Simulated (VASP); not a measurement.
# K (Fmmm) in VASP: a series of runs

K is run at these levels: PBE; tasks: single point.

Program: VASP 6.6.1. These are calculated values, not measurements. Logs are shortened: lines on timing, memory, paths and dates and some standing lists are left out, and cuts for length are marked.

## 1. The cell of the first run

The structure is orthorhombic, space group Fmmm (No. 69). The conventional cell has a = 5.236 Å, b = 7.331 Å, c = 7.479 Å, α = 90.00°, β = 90.00°, γ = 90.00°.

## 2. Single point, PBE (strain -0.0200 x Voigt [0, 0, 0, 0, 0, 1])

The input, INCAR:

```
PREC = Accurate
ENCUT = 520
EDIFF = 1E-6
ISMEAR = 0
SIGMA = 0.15
LREAL = F
LASPH = T
NELM = 60
ALGO = Fast
ISIF = 2
LWAVE = F
LCHARG = F
GGA = PE
NBANDS = 10
```

The input, KPOINTS:

```
Automatic mesh
0
Gamma
  14 14 14
```

The input, POSCAR:

```
K
1.0
   -2.6441800000      2.6441800000      2.6180000000
    2.6441800000     -2.6441800000      2.6180000000
    2.5918200000      2.5918200000     -2.6180000000
K
1
Direct
    0.0000000000      0.0000000000      0.0000000000
```

Potentials or basis: VASP PAW PBE potentials, release 64 (K_sv).

The run is started by

```console
$ cat potpaw_PBE.64/K_sv/POTCAR > POTCAR
$ mpirun -np 1 vasp_std > vasp.out
```

OUTCAR:

```text
PREC = Accurate
   ENCUT = 520
   EDIFF = 1E-6
   ISMEAR = 0
   LREAL = F
   LASPH = T
   NELM = 60
   ISIF = 2
   GGA = PE

 ion  position               nearest neighbor table
   1  0.000  0.000  0.000-

  LATTYP: Found a face centered orthorhombic cell.
 ALAT       =     5.2360000000
 B/A-ratio  =     1.4000714267
 C/A-ratio  =     1.4283556980

  Lattice vectors:

 A1 = (  -0.0523600000,   5.2360000000,   0.0000000000)
 A2 = (  -2.6441800000,   2.6441800000,   2.6180000000)
 A3 = (   2.5918200000,   2.5918200000,   2.6180000000)

Analysis of symmetry for initial positions (statically):
=====================================================================
 Subroutine PRICEL returns:
 Original cell was already a primitive cell.

 Routine SETGRP: Setting up the symmetry group for a
 face centered orthorhombic supercell.

 Subroutine GETGRP returns: Found  8 space group operations
 (whereof  8 operations were pure point group operations)
 out of a pool of  8 trial point group operations.

The static configuration has the point symmetry D_2h.

Analysis of symmetry for dynamics (positions and initial velocities):
=====================================================================
 Subroutine PRICEL returns:
 Original cell was already a primitive cell.

 Routine SETGRP: Setting up the symmetry group for a
 face centered orthorhombic supercell.

 Subroutine GETGRP returns: Found  8 space group operations
 (whereof  8 operations were pure point group operations)
 out of a pool of  8 trial point group operations.

The dynamic configuration has the point symmetry D_2h.

 Subroutine INISYM returns: Found  8 space group operations
 (whereof  8 operations are pure point group operations),
 and found     1 'primitive' translations

----------------------------------------------------------------------------------------

                                     Primitive cell

  volume of cell :      71.7671

  direct lattice vectors                    reciprocal lattice vectors
    -2.644180000  2.644180000  2.618000000     0.001910046  0.191004586  0.190985485
     2.644180000 -2.644180000  2.618000000     0.191004586  0.001910046  0.190985485
     2.591820000  2.591820000 -2.618000000     0.192914631  0.192914631  0.000000000

  length of vectors
     4.564789124  4.564789124  4.504329675     0.270114523  0.270114523  0.272822488

  position of ions in fractional coordinates (direct lattice)
     0.000000000  0.000000000  0.000000000

  ion indices of the primitive-cell ions
   primitive index   ion index
                 1           1

----------------------------------------------------------------------------------------

 KPOINTS: Automatic mesh

Automatic generation of k-mesh.
 Grid dimensions read from file:
 generate k-points for:   14   14   14

 Generating k-lattice:

  Cartesian coordinates                     Fractional coordinates (reciprocal lattice)
     0.000136432  0.013643185  0.013641820     0.071428571  0.000000000 -0.000000000
     0.013643185  0.000136432  0.013641820     0.000000000  0.071428571 -0.000000000
     0.013779617  0.013779617  0.000000000     0.000000000  0.000000000  0.071428571

  Length of vectors
     0.019293894  0.019293894  0.019487321

  Shift w.r.t. Gamma in fractional coordinates (k-lattice)
     0.000000000  0.000000000  0.000000000

 Subroutine IBZKPT returns following result:
 ===========================================

 Found    428 irreducible k-points:

 Following reciprocal coordinates:
            Coordinates               Weight
  0.000000  0.000000  0.000000      1.000000
  0.071429  0.000000  0.000000      8.000000
  0.142857  0.000000  0.000000      8.000000
  0.214286 -0.000000  0.000000      8.000000
  0.285714  0.000000  0.000000      8.000000
  0.357143  0.000000  0.000000      8.000000
[... 16 lines left out ...]
  0.214286  0.142857  0.000000      8.000000
  0.285714  0.142857  0.000000      8.000000
 [... further k-points ...]
   k-points           NKPTS =    428   k-points in BZ     NKDIM =    428   number of bands    NBANDS=     10
   number of dos      NEDOS =    301   number of ions     NIONS =      1
   total plane-waves  NPLWV =  46656
   dimension x,y,z NGX =    36 NGY =   36 NGZ =   36
   dimension x,y,z NGXF=    72 NGYF=   72 NGZF=   72
   ions per type =               1
   NGX,Y,Z   is equivalent  to a cutoff of  13.11, 13.11, 13.29 a.u.
   NGXF,Y,Z  is equivalent  to a cutoff of  26.22, 26.22, 26.57 a.u.
 SYSTEM =  unknown system
   PREC   = accura    normal or accurate (medium, high low for compatibility)
   ISTART =      0    job   : 0-new  1-cont  2-samecut
   ICHARG =      2    charge: 1-file 2-atom 10-const
   ISPIN  =      1    spin polarized calculation?
   LNONCOLLINEAR =      F non collinear calculations
   LSORBIT =      F    spin-orbit coupling
   LASPH  =      T    aspherical Exc in radial PAW
   ENCUT  =  520.0 eV  38.22 Ry    6.18 a.u.   8.49  8.49  8.38*2*pi/ulx,y,z
   NELM   =     60;   NELMIN=  2; NELMDL= -5     # of ELM steps
   EDIFF  = 0.1E-05   stopping-criterion for ELM
   LREAL  =      F    real-space projection
   EDIFFG = 0.1E-04   stopping-criterion for IOM
   NSW    =      0    number of steps for IOM
   IBRION =     -1    ionic relax: 0-MD 1-quasi-New 2-CG
   NFREE  =      0    steps in history (QN), initial steepest desc. (CG)
   ISIF   =      2    stress and relaxation
   ISYM   =      2    0-nonsym 1-usesym 2-fastsym
   POTIM  = 0.5000    time-step for ionic-motion
   TEBEG  =    0.0;   TEEND  =   0.0 temperature during run
   PSTRESS=    0.0 pullay stress
   NELECT =       9.0000    total number of electrons
   NUPDOWN=      -1.0000    fix difference up-down
   EMIN   =  10.00;   EMAX   =-10.00  energy-range for DOS
   EFERMI =   0.00;   METHOD = LEGACY
   ISMEAR =     0;   SIGMA  =   0.15  broadening in eV -4-tet -1-fermi 0-gaus
   EFERMI_NEDOS =   21; number of points for ismear=-14 and -15
   IALGO  =     68    algorithm
   IMIX   =      4    mixing-type and parameters
     AMIX     =   0.40;   BMIX     =  1.00
     AMIX_MAG =   1.60;   BMIX_MAG =  1.00
  volume/ion in A,a.u.               =      71.77       484.31
  Fermi-wavevector in a.u.,A,eV,Ry     =   0.819434  1.548505  9.135926  0.671472
  Thomas-Fermi vector in A             =   1.930238
   LORBIT       =      0    0 simple, 1 ext, 2 COOP (PROOUT), +10 PAW based schemes
   GGA     = PE    functional components
   LHFCALC =     F    Hartree Fock is set to
   AEXX    =    0.0000 exact exchange contribution
   IVDW    =     0    specifies the selected vdW correction
   LEPSILON=     F    determine dielectric tensor
   LRPA    =     F    only Hartree local field effects (RPA)
 non-spin polarized calculation
 RMM-DIIS sequential band-by-band and
 Gauss-broadening in eV      SIGMA  =   0.15
  energy-cutoff  :      520.00
  volume of cell :       71.77
 maximum number of plane-waves:      1949
 NGX is ok and might be reduce to    36
   NGX = 17   NGY = 17   NGZ = 17

 number of electron       9.0000000 magnetization

 Free energy of the ion-electron system (eV)
  ---------------------------------------------------
  ext. energy  EPLUGINS =         0.00000000
  ---------------------------------------------------
  free energy    TOTEN  =        -1.05082032 eV

  energy without entropy =       -1.04220308  energy(sigma->0) =       -1.04651170

 E-fermi :  -0.0639     XC(G=0):  -5.7108

 val. band max:       -0.0653713834   @ k =  -0.1429   0.2143   0.3571
 cond. band min:      -0.0626743464   @ k =   0.2857   0.0000   0.2143
 fundamental gap:      0.0026970370
 Fermi energy:        -0.0638516970

 k-point     1 :       0.0000    0.0000    0.0000
  band No.  band energies     occupation
      1     -32.1844      2.00000
      2     -15.6322      2.00000
      3     -15.6319      2.00000
      4     -15.6316      2.00000
      5      -2.2567      2.00000
      6       4.2085      0.00000
      7       4.2447      0.00000
      8       4.2975      0.00000
      9       5.1780      0.00000
     10       5.1855      0.00000

 k-point     2 :       0.0714    0.0000    0.0000
  band No.  band energies     occupation
      1     -32.1841      2.00000
      2     -15.6356      2.00000
      3     -15.6332      2.00000
      4     -15.6318      2.00000
      5      -2.1918      2.00000
      6       4.1355      0.00000
      7       4.1810      0.00000
      8       4.3090      0.00000
      9       5.0511      0.00000
     10       5.1657      0.00000

 k-point     3 :       0.1429    0.0000    0.0000
  band No.  band energies     occupation
      1     -32.1835      2.00000
      2     -15.6460      2.00000
      3     -15.6366      2.00000
      4     -15.6319      2.00000
      5      -1.9995      2.00000
      6       3.7961      0.00000
      7       3.9505      0.00000
      8       4.4576      0.00000
      9       4.9325      0.00000
     10       5.1322      0.00000

 k-point     4 :       0.2143   -0.0000    0.0000
  band No.  band energies     occupation
      1     -32.1826      2.00000
      2     -15.6610      2.00000
      3     -15.6415      2.00000
      4     -15.6318      2.00000
      5      -1.6863      2.00000
      6       3.2126      0.00000
      7       3.6939      0.00000
      8       4.7094      0.00000
      9       4.9646      0.00000
     10       5.1244      0.00000

 k-point     5 :       0.2857    0.0000    0.0000
  band No.  band energies     occupation
      1     -32.1815      2.00000
      2     -15.6774      2.00000
      3     -15.6470      2.00000
      4     -15.6318      2.00000
      5      -1.2629      2.00000
      6       2.5555      0.00000
      7       3.4542      0.00000
      8       5.0252      0.00000
      9       5.0451      0.00000
     10       5.1856      0.00000

 k-point     6 :       0.3571    0.0000    0.0000
  band No.  band energies     occupation
      1     -32.1806      2.00000
      2     -15.6921      2.00000
      3     -15.6519      2.00000
      4     -15.6318      2.00000
      5      -0.7449      2.00000
      6       1.8787      0.00000
      7       3.2659      0.00000
      8       5.0053      0.00000
      9       5.2815      0.00000
     10       5.5091      0.00000
[... 183 lines left out ...]
 k-point    21 :      -0.0714    0.0714    0.0000
  band No.  band energies     occupation
      1     -32.1841      2.00000
      2     -15.6358      2.00000
      3     -15.6330      2.00000
      4     -15.6316      2.00000
      5      -2.1932      2.00000
      6       4.1274      0.00000
      7       4.1296      0.00000
      8       4.3488      0.00000
      9       5.0844      0.00000
     10       5.1658      0.00000

 k-point    22 :       0.1429    0.1429    0.0000
  band No.  band energies     occupation
      1     -32.1820      2.00000
      2     -15.6692      2.00000
      3     -15.6415      2.00000
      4     -15.6347      2.00000
      5      -1.4971      2.00000
      6       3.0845      0.00000
      7       3.3981      0.00000
      8       4.7810      0.00000
      9       4.8164      0.00000
     10       5.3877      0.00000

 k-point    23 :       0.2143    0.1429    0.0000
  band No.  band energies     occupation
      1     -32.1811      2.00000
      2     -15.6822      2.00000
      3     -15.6473      2.00000
      4     -15.6355      2.00000
      5      -1.0776      2.00000
      6       2.5445      0.00000
      7       3.1110      0.00000
      8       4.8447      0.00000
      9       5.0132      0.00000
     10       5.5035      0.00000

 k-point    24 :       0.2857    0.1429    0.0000
  band No.  band energies     occupation
      1     -32.1803      2.00000
      2     -15.6930      2.00000
      3     -15.6536      2.00000
      4     -15.6358      2.00000
      5      -0.5643      2.00000
      6       1.9357      0.00000
      7       2.9024      0.00000
      8       4.7969      0.00000
      9       5.2402      0.00000
     10       5.6101      0.00000

 [... further k-points ...]
[... 5 lines left out ...]
  --------------------------------------------------------------------------------------
  -------------------------------------------------------------------------------------
  Total        0.0451637      0.0451637      0.0461979      0.0253455     -0.0000000     -0.0000000
  in kB        1.0082653      1.0082653      1.0313539      0.5658301     -0.0000000     -0.0000000
  external PRESSURE =       1.0159615 kB  Pullay stress =       0.0000000 kB

 VOLUME and BASIS-vectors are now :
 -----------------------------------------------------------------------------
  energy-cutoff  :      520.00
  volume of cell :       71.77
      direct lattice vectors                 reciprocal lattice vectors
    -2.644180000  2.644180000  2.618000000     0.001910046  0.191004586  0.190985485
     2.644180000 -2.644180000  2.618000000     0.191004586  0.001910046  0.190985485
     2.591820000  2.591820000 -2.618000000     0.192914631  0.192914631  0.000000000

 POSITION                                       TOTAL-FORCE (eV/Angst)
 -----------------------------------------------------------------------------------
      0.00000      0.00000      0.00000         0.000000     -0.000000      0.000000
 -----------------------------------------------------------------------------------
    total drift:                               -0.000000     -0.000000      0.000000

  FREE ENERGIE OF THE ION-ELECTRON SYSTEM (eV)
  ---------------------------------------------------
  free  energy   TOTEN  =        -1.0508203229 eV

  energy  without entropy=       -1.0422030816  energy(sigma->0) =       -1.04651170
```

Run time: 2.6 min. Hardware: 1 thread of AMD EPYC 9R45 (Zen 5), shared host; peak memory 0.39 GiB.

Results:

* Free energy: -1.0508 eV
* Pressure: 0.1 GPa
* Band gap on the k mesh: zero (an odd number of electrons rules out a gap without spin polarisation)

Stress tensor (GPa, compression positive):
```
0.10 0.06 0.00
0.06 0.10 0.00
0.00 0.00 0.10
```

Caveat: the cell differs from its parent crystal (strain -0.0200 x Voigt [0, 0, 0, 0, 0, 1]).

## 3. Single point, PBE (strain +0.0100 x Voigt [0, 0, 0, 0, 0, 1])

The input, INCAR:

```
SYSTEM = K
  ALGO = Fast
  EDIFF = 1E-6
  ENCUT = 520
  GGA = PE
  ISIF = 2
  ISMEAR = 0
  LASPH = .TRUE.
  LCHARG = .FALSE.
  LREAL = .FALSE.
  LWAVE = .FALSE.
  NBANDS = 10
  NELM = 60
  PREC = Accurate
  SIGMA = 0.15
```

The input, KPOINTS:

```
k-points
0
G
  14 14 14
  0 0 0
```

The input, POSCAR:

```
K
1.0
   -2.6049100000      2.6049100000      2.6180000000
    2.6049100000     -2.6049100000      2.6180000000
    2.6310900000      2.6310900000     -2.6180000000
K
1
Direct
    0.0000000000      0.0000000000      0.0000000000
```

Potentials or basis: VASP PAW PBE potentials, release 64 (K_sv).

The run is started by

```console
$ cat potpaw_PBE.64/K_sv/POTCAR > POTCAR
$ mpirun -np 1 vasp_std > vasp.out
```

Run time: 2.5 min. Hardware: 1 thread of AMD EPYC 9R45 (Zen 5), shared host; peak memory 0.39 GiB.

The run converged. Its results:

| Quantity | Value |
| --- | --- |
| Free energy | -1.0510 eV |
| Pressure | 0.1 GPa |
| Band gap on the k mesh | zero (an odd number of electrons rules out a gap without spin polarisation) |

Levels at points of the mesh, in eV from the Fermi level:
```tsv
k point	band 3	band 4	band 5	band 6	band 7	band 8
(0.00, 0.00, 0.00)	-15.57	-15.57	-2.19	4.29	4.31	4.34
(0.50, 0.00, 0.00)	-15.59	-15.57	0.44	0.70	3.17	4.92
(0.50, 0.50, 0.00)	-15.59	-15.57	0.47	0.73	3.17	4.89
(0.00, 0.00, 0.50)	-15.59	-15.57	0.42	0.67	3.17	4.94
(0.50, 0.50, 0.50)	-15.62	-15.62	1.66	1.66	3.54	3.54
```

Caveat: the cell differs from its parent crystal (strain +0.0100 x Voigt [0, 0, 0, 0, 0, 1]).
